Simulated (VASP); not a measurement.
# BiTe (R-3m) in VASP: notebook

The runs below take BiTe through single point, with PBE.

Everything below comes from runs of VASP 6.6.1. Logs are shortened: lines on timing, memory, paths and dates and some standing lists are left out, and cuts for length are marked.

### Step 1. The cell of the first run

It takes space group R-3m (No. 166, trigonal). Conventional cell: a = 4.603 Å, b = 4.603 Å, c = 10.449 Å, α = 90.00°, β = 90.00°, γ = 120.00°. Within 4.2 Å of Bi (site symmetry -3m) lie 6 Te at 3.18 Å. Te (site symmetry -3m) has 6 Bi at 3.18 Å within 4.2 Å.

### Step 2. Single point, PBE (strain -0.050 along x and y, +0.050 along z)

File INCAR:

```
SYSTEM = BiTe
ALGO = Normal
EDIFF = 1E-6
ENCUT = 520
GGA = PE
ISIF = 2
ISMEAR = 0
LASPH = .TRUE.
LCHARG = .FALSE.
LREAL = .FALSE.
LWAVE = .FALSE.
NBANDS = 18
NELM = 100
PREC = Accurate
SIGMA = 0.15
```

File KPOINTS:

```
k-points
0
G
  12 12 12
  0 0 0
```

File POSCAR:

```
BiTe
1.0
    2.3015723842      1.3288134356      3.4831565522
   -2.3015723842      1.3288134356      3.4831565522
    0.0000000000     -2.6576268711      3.4831565522
Bi Te
1 1
Direct
    0.5000000000      0.5000000000      0.5000000000
    0.0000000000      0.0000000000      0.0000000000
```

Potentials or basis: VASP PAW PBE potentials, release 64 (Bi_d, Te).

Run with:

```console
cat potpaw_PBE.64/Bi_d/POTCAR potpaw_PBE.64/Te/POTCAR > POTCAR
mpirun -np 1 vasp_std > vasp.out
```

OUTCAR:

```text
SYSTEM = BiTe
   EDIFF = 1E-6
   ENCUT = 520
   GGA = PE
   ISIF = 2
   ISMEAR = 0
   LASPH = .TRUE.
   LREAL = .FALSE.
   NELM = 100
   PREC = Accurate

 ion  position               nearest neighbor table
   1  0.500  0.500  0.500-   2 3.18   2 3.18   2 3.18   2 3.18   2 3.18   2 3.18
   2  0.000  0.000  0.000-   1 3.18   1 3.18   1 3.18   1 3.18   1 3.18   1 3.18

  LATTYP: Found a trigonal (rhomboedric) cell.
 ALAT       =     4.3812509804
 COS(alpha) =     0.4480712633

  Lattice vectors:

 A1 = (   2.3015723842,   1.3288134356,   3.4831565522)
 A2 = (  -2.3015723842,   1.3288134356,   3.4831565522)
 A3 = (   0.0000000000,  -2.6576268711,   3.4831565522)

Analysis of symmetry for initial positions (statically):
=====================================================================
 Subroutine PRICEL returns:
 Original cell was already a primitive cell.

 Routine SETGRP: Setting up the symmetry group for a
 trigonal (rhombohedral) supercell.

 Subroutine GETGRP returns: Found 12 space group operations
 (whereof 12 operations were pure point group operations)
 out of a pool of 12 trial point group operations.

The static configuration has the point symmetry D_3d.

Analysis of symmetry for dynamics (positions and initial velocities):
=====================================================================
 Subroutine PRICEL returns:
 Original cell was already a primitive cell.

 Routine SETGRP: Setting up the symmetry group for a
 trigonal (rhombohedral) supercell.

 Subroutine GETGRP returns: Found 12 space group operations
 (whereof 12 operations were pure point group operations)
 out of a pool of 12 trial point group operations.

The dynamic configuration has the point symmetry D_3d.

 Subroutine INISYM returns: Found 12 space group operations
 (whereof 12 operations are pure point group operations),
 and found     1 'primitive' translations

----------------------------------------------------------------------------------------

                                     Primitive cell

  volume of cell :      63.9165

  direct lattice vectors                    reciprocal lattice vectors
     2.301572384  1.328813436  3.483156552     0.217242787  0.125425182  0.095698637
    -2.301572384  1.328813436  3.483156552    -0.217242787  0.125425182  0.095698637
     0.000000000 -2.657626871  3.483156552     0.000000000 -0.250850363  0.095698637

  length of vectors
     4.381250980  4.381250980  4.381250980     0.268484886  0.268484886  0.268484886

  position of ions in fractional coordinates (direct lattice)
     0.500000000  0.500000000  0.500000000
     0.000000000  0.000000000  0.000000000

  ion indices of the primitive-cell ions
   primitive index   ion index
                 1           1
                 2           2

----------------------------------------------------------------------------------------

 KPOINTS: k-points

Automatic generation of k-mesh.
 Grid dimensions read from file:
 generate k-points for:   12   12   12

 Generating k-lattice:

  Cartesian coordinates                     Fractional coordinates (reciprocal lattice)
     0.018103566  0.010452098  0.007974886     0.083333333 -0.000000000 -0.000000000
    -0.018103566  0.010452098  0.007974886    -0.000000000  0.083333333 -0.000000000
     0.000000000 -0.020904197  0.007974886    -0.000000000 -0.000000000  0.083333333

  Length of vectors
     0.022373740  0.022373740  0.022373740

  Shift w.r.t. Gamma in fractional coordinates (k-lattice)
     0.000000000  0.000000000  0.000000000

 Subroutine IBZKPT returns following result:
 ===========================================

 Found    189 irreducible k-points:

 Following reciprocal coordinates:
            Coordinates               Weight
  0.000000  0.000000  0.000000      1.000000
  0.083333 -0.000000  0.000000      6.000000
  0.166667 -0.000000 -0.000000      6.000000
  0.250000 -0.000000 -0.000000      6.000000
  0.333333 -0.000000 -0.000000      6.000000
  0.416667 -0.000000 -0.000000      6.000000
[... 16 lines left out ...]
  0.500000  0.166667 -0.000000     12.000000
 -0.416667  0.166667  0.000000     12.000000
 [... further k-points ...]
   k-points           NKPTS =    189   k-points in BZ     NKDIM =    189   number of bands    NBANDS=     18
   number of dos      NEDOS =    301   number of ions     NIONS =      2
   total plane-waves  NPLWV =  46656
   dimension x,y,z NGX =    36 NGY =   36 NGZ =   36
   dimension x,y,z NGXF=    72 NGYF=   72 NGZF=   72
   ions per type =               1   1
   NGX,Y,Z   is equivalent  to a cutoff of  13.66, 13.66, 13.66 a.u.
   NGXF,Y,Z  is equivalent  to a cutoff of  27.32, 27.32, 27.32 a.u.
 SYSTEM =  BiTe
   PREC   = accura    normal or accurate (medium, high low for compatibility)
   ISTART =      0    job   : 0-new  1-cont  2-samecut
   ICHARG =      2    charge: 1-file 2-atom 10-const
   ISPIN  =      1    spin polarized calculation?
   LNONCOLLINEAR =      F non collinear calculations
   LSORBIT =      F    spin-orbit coupling
   LASPH  =      T    aspherical Exc in radial PAW
   ENCUT  =  520.0 eV  38.22 Ry    6.18 a.u.   8.15  8.15  8.15*2*pi/ulx,y,z
   NELM   =    100;   NELMIN=  2; NELMDL= -5     # of ELM steps
   EDIFF  = 0.1E-05   stopping-criterion for ELM
   LREAL  =      F    real-space projection
   EDIFFG = 0.1E-04   stopping-criterion for IOM
   NSW    =      0    number of steps for IOM
   IBRION =     -1    ionic relax: 0-MD 1-quasi-New 2-CG
   NFREE  =      0    steps in history (QN), initial steepest desc. (CG)
   ISIF   =      2    stress and relaxation
   ISYM   =      2    0-nonsym 1-usesym 2-fastsym
   POTIM  = 0.5000    time-step for ionic-motion
   TEBEG  =    0.0;   TEEND  =   0.0 temperature during run
   PSTRESS=    0.0 pullay stress
   NELECT =      21.0000    total number of electrons
   NUPDOWN=      -1.0000    fix difference up-down
   EMIN   =  10.00;   EMAX   =-10.00  energy-range for DOS
   EFERMI =   0.00;   METHOD = LEGACY
   ISMEAR =     0;   SIGMA  =   0.15  broadening in eV -4-tet -1-fermi 0-gaus
   EFERMI_NEDOS =   21; number of points for ismear=-14 and -15
   IALGO  =     38    algorithm
   IMIX   =      4    mixing-type and parameters
     AMIX     =   0.40;   BMIX     =  1.00
     AMIX_MAG =   1.60;   BMIX_MAG =  1.00
  volume/ion in A,a.u.               =      31.96       215.66
  Fermi-wavevector in a.u.,A,eV,Ry     =   1.129649  2.134728 17.362497  1.276108
  Thomas-Fermi vector in A             =   2.266343
   LORBIT       =      0    0 simple, 1 ext, 2 COOP (PROOUT), +10 PAW based schemes
   GGA     = PE    functional components
   LHFCALC =     F    Hartree Fock is set to
   AEXX    =    0.0000 exact exchange contribution
   IVDW    =     0    specifies the selected vdW correction
   LEPSILON=     F    determine dielectric tensor
   LRPA    =     F    only Hartree local field effects (RPA)
 non-spin polarized calculation
 Gauss-broadening in eV      SIGMA  =   0.15
  energy-cutoff  :      520.00
  volume of cell :       63.92
 maximum number of plane-waves:      1740
 NGX is ok and might be reduce to    36
   NGX = 17   NGY = 17   NGZ = 17

 number of electron      20.9999998 magnetization

 Free energy of the ion-electron system (eV)
  ---------------------------------------------------
  ext. energy  EPLUGINS =         0.00000000
  ---------------------------------------------------
  free energy    TOTEN  =        -7.13230413 eV

  energy without entropy =       -7.11789320  energy(sigma->0) =       -7.12509866

 E-fermi :   7.3828     XC(G=0):  -9.6995

 val. band max:        7.3758390970   @ k =  -0.3333   0.2500   0.1667
 cond. band min:       7.3917875637   @ k =  -0.3333   0.5000   0.2500
 fundamental gap:      0.0159484667
 Fermi energy:         7.3827569124

 k-point     1 :       0.0000    0.0000    0.0000
  band No.  band energies     occupation
      1     -15.8298      2.00000
      2     -15.8298      2.00000
      3     -15.8234      2.00000
      4     -15.8234      2.00000
      5     -15.8128      2.00000
      6      -6.5611      2.00000
[... 10 lines left out ...]
     17      13.7884      0.00000
     18      13.8443      0.00000

 k-point     2 :       0.0833   -0.0000    0.0000
  band No.  band energies     occupation
      1     -15.8300      2.00000
      2     -15.8296      2.00000
      3     -15.8236      2.00000
      4     -15.8230      2.00000
      5     -15.8125      2.00000
      6      -6.4958      2.00000
[... 10 lines left out ...]
     17      14.2200      0.00000
     18      14.3020      0.00000

 k-point     3 :       0.1667   -0.0000   -0.0000
  band No.  band energies     occupation
      1     -15.8307      2.00000
      2     -15.8297      2.00000
      3     -15.8237      2.00000
      4     -15.8219      2.00000
      5     -15.8115      2.00000
      6      -6.3009      2.00000
[... 10 lines left out ...]
     17      15.1942      0.00000
     18      15.3940      0.00000

 k-point     4 :       0.2500   -0.0000   -0.0000
  band No.  band energies     occupation
      1     -15.8316      2.00000
      2     -15.8306      2.00000
      3     -15.8230      2.00000
      4     -15.8208      2.00000
      5     -15.8097      2.00000
      6      -5.9794      2.00000
[... 10 lines left out ...]
     17      16.3221      0.00000
     18      16.6504      0.00000

 k-point     5 :       0.3333   -0.0000   -0.0000
  band No.  band energies     occupation
      1     -15.8327      2.00000
      2     -15.8320      2.00000
      3     -15.8218      2.00000
      4     -15.8199      2.00000
      5     -15.8076      2.00000
      6      -5.5379      2.00000
[... 10 lines left out ...]
     17      16.8458      0.00000
     18      17.9381      0.00000

 k-point     6 :       0.4167   -0.0000   -0.0000
  band No.  band energies     occupation
      1     -15.8335      2.00000
      2     -15.8332      2.00000
      3     -15.8207      2.00000
      4     -15.8194      2.00000
      5     -15.8059      2.00000
      6      -4.9900      2.00000
[... 10 lines left out ...]
     17      16.1358      0.00000
     18      16.8841      0.00000

 k-point     7 :       0.5000   -0.0000   -0.0000
  band No.  band energies     occupation
      1     -15.8337      2.00000
      2     -15.8337      2.00000
      3     -15.8203      2.00000
      4     -15.8192      2.00000
      5     -15.8053      2.00000
      6      -4.4834      2.00000
[... 10 lines left out ...]
     17      16.0483      0.00000
     18      16.6683      0.00000

 k-point     8 :       0.0833    0.0833   -0.0000
  band No.  band energies     occupation
      1     -15.8306      2.00000
      2     -15.8294      2.00000
      3     -15.8236      2.00000
      4     -15.8224      2.00000
      5     -15.8125      2.00000
      6      -6.4720      2.00000
[... 10 lines left out ...]
     17      13.9704      0.00000
     18      14.1793      0.00000
[... 229 lines left out ...]
     17      14.2415      0.00000
     18      14.4131      0.00000

 k-point    20 :       0.2500    0.1667   -0.0000
  band No.  band energies     occupation
      1     -15.8351      2.00000
      2     -15.8283      2.00000
      3     -15.8239      2.00000
      4     -15.8180      2.00000
      5     -15.8099      2.00000
      6      -5.9772      2.00000
[... 10 lines left out ...]
     17      14.7115      0.00000
     18      15.0338      0.00000

 k-point    21 :       0.3333    0.1667   -0.0000
  band No.  band energies     occupation
      1     -15.8365      2.00000
      2     -15.8289      2.00000
      3     -15.8234      2.00000
      4     -15.8170      2.00000
      5     -15.8079      2.00000
      6      -5.6270      2.00000
[... 10 lines left out ...]
     17      15.6164      0.00000
     18      16.1788      0.00000

 k-point    22 :       0.4167    0.1667   -0.0000
  band No.  band energies     occupation
      1     -15.8371      2.00000
      2     -15.8301      2.00000
      3     -15.8225      2.00000
      4     -15.8165      2.00000
      5     -15.8061      2.00000
      6      -5.1711      2.00000
[... 10 lines left out ...]
     17      16.4450      0.00000
     18      17.2154      0.00000

 k-point    23 :       0.5000    0.1667   -0.0000
  band No.  band energies     occupation
      1     -15.8368      2.00000
      2     -15.8313      2.00000
      3     -15.8215      2.00000
      4     -15.8167      2.00000
      5     -15.8053      2.00000
      6      -4.6368      2.00000
[... 10 lines left out ...]
     17      16.5955      0.00000
     18      17.6726      0.00000

 k-point    24 :      -0.4167    0.1667    0.0000
  band No.  band energies     occupation
      1     -15.8355      2.00000
      2     -15.8323      2.00000
      3     -15.8207      2.00000
      4     -15.8174      2.00000
      5     -15.8058      2.00000
      6      -4.4513      2.00000
[... 10 lines left out ...]
     17      16.7810      0.00000
     18      17.6272      0.00000

 [... further k-points ...]

------------------------ aborting loop because EDIFF is reached ----------------------------------------

  FORCE on cell =-STRESS in cart. coord.  units (eV):
  Direction    XX          YY          ZZ          XY          YZ          ZX
  --------------------------------------------------------------------------------------
  -------------------------------------------------------------------------------------
  Total        1.5835612      1.5835612      1.3533728      0.0000000      0.0000000      0.0000000
  in kB       39.6947026     39.6947026     33.9246322      0.0000000      0.0000000      0.0000000
  external PRESSURE =      37.7713458 kB  Pullay stress =       0.0000000 kB

 VOLUME and BASIS-vectors are now :
 -----------------------------------------------------------------------------
  energy-cutoff  :      520.00
  volume of cell :       63.92
      direct lattice vectors                 reciprocal lattice vectors
     2.301572384  1.328813436  3.483156552     0.217242787  0.125425182  0.095698637
    -2.301572384  1.328813436  3.483156552    -0.217242787  0.125425182  0.095698637
     0.000000000 -2.657626871  3.483156552     0.000000000 -0.250850363  0.095698637

 POSITION                                       TOTAL-FORCE (eV/Angst)
 -----------------------------------------------------------------------------------
      0.00000      0.00000      5.22473        -0.000000     -0.000000      0.000000
      0.00000      0.00000      0.00000         0.000000      0.000000     -0.000000
 -----------------------------------------------------------------------------------
    total drift:                               -0.000000     -0.000000      0.000000

  FREE ENERGIE OF THE ION-ELECTRON SYSTEM (eV)
  ---------------------------------------------------
  free  energy   TOTEN  =        -7.1323041329 eV

  energy  without entropy=       -7.1178931958  energy(sigma->0) =       -7.12509866
```

Wall time 74 s (1 thread of Intel Xeon 6975P-C (Granite Rapids), shared host); peak memory 0.36 GiB.

What came out:

| Property | Result |
| --- | --- |
| Free energy | -7.1323 eV |
| Pressure | 3.8 GPa |
| Band gap on the k mesh | zero (an odd number of electrons rules out a gap without spin polarisation) |

Stress tensor (GPa, compression positive):
```
3.97 0.00 0.00
0.00 3.97 0.00
0.00 0.00 3.39
```

Levels at points of the mesh, in eV from the Fermi level:
```tsv
k point	band 7	band 8	band 9	band 10	band 11	band 12	band 13	band 14
(0.00, 0.00, 0.00)	-7.96	-2.93	-2.93	-2.25	2.10	2.38	2.38	4.27
(0.50, 0.00, 0.00)	-11.52	-2.06	-1.93	-1.41	-0.90	-0.75	-0.29	7.21
(0.50, 0.50, 0.00)	-9.98	-6.06	-4.55	-4.02	2.05	3.68	3.90	5.28
(0.50, 0.50, 0.50)	-11.32	-2.28	-2.28	-1.93	-1.23	-1.04	-1.04	7.72
```

Caveat: the cell differs from its parent crystal (strain -0.050 along x and y, +0.050 along z); the cell stands under pressure; spin-orbit coupling is left out, which moves the levels of the heavy elements.

### Step 3. Single point, PBE (strain +0.000 along x and y, +0.050 along z)

File INCAR:

```
SYSTEM = BiTe
PREC = Accurate
ENCUT = 520
EDIFF = 1E-6
ISMEAR = 0
SIGMA = 0.15
LREAL = .False.
LASPH = .True.
NELM = 60
ALGO = Normal
ISIF = 2
LWAVE = .False.
LCHARG = .True.
GGA = PE
LELF = .True.
LVHAR = .True.
NBANDS = 18
```

File KPOINTS:

```
Automatic mesh
0
Gamma
  12 12 12
  0 0 0
```

File POSCAR:

```
BiTe
1.0
    2.4227077728      1.3987509848      3.4831565522
   -2.4227077728      1.3987509848      3.4831565522
    0.0000000000     -2.7975019696      3.4831565522
Bi Te
1 1
Direct
    0.5000000000      0.5000000000      0.5000000000
    0.0000000000      0.0000000000      0.0000000000
```

Potentials or basis: VASP PAW PBE potentials, release 64 (Bi_d, Te).

Run with:

```console
cat potpaw_PBE.64/Bi_d/POTCAR potpaw_PBE.64/Te/POTCAR > POTCAR
mpirun -np 1 vasp_std > vasp.out
```

It took 84 s on 1 thread of Intel Xeon 6975P-C (Granite Rapids), shared host; peak memory 0.38 GiB.

Results (log left out):

| Item | Value |
| --- | --- |
| Free energy | -7.1698 eV |
| Pressure | -1.8 GPa |
| Band gap on the k mesh | zero (an odd number of electrons rules out a gap without spin polarisation) |

Stress tensor (GPa, compression positive):
```
-1.83  0.00  0.00
 0.00 -1.83  0.00
 0.00  0.00 -1.69
```

Levels at points of the mesh, in eV from the Fermi level:
```csv
k point,band 7,band 8,band 9,band 10,band 11,band 12,band 13,band 14
"(0.00, 0.00, 0.00)",-8.39,-2.72,-2.72,-1.77,1.81,2.25,2.25,4.29
"(0.50, 0.00, 0.00)",-11.19,-1.83,-1.77,-1.24,-0.88,-0.58,0.03,6.89
"(0.50, 0.50, 0.00)",-9.97,-5.33,-4.15,-3.36,2.48,3.04,3.41,4.40
"(0.50, 0.50, 0.50)",-10.92,-2.15,-2.15,-2.04,-1.32,-1.02,-1.02,7.62
```

Caveat: the cell differs from its parent crystal (strain +0.000 along x and y, +0.050 along z); spin-orbit coupling is left out, which moves the levels of the heavy elements.
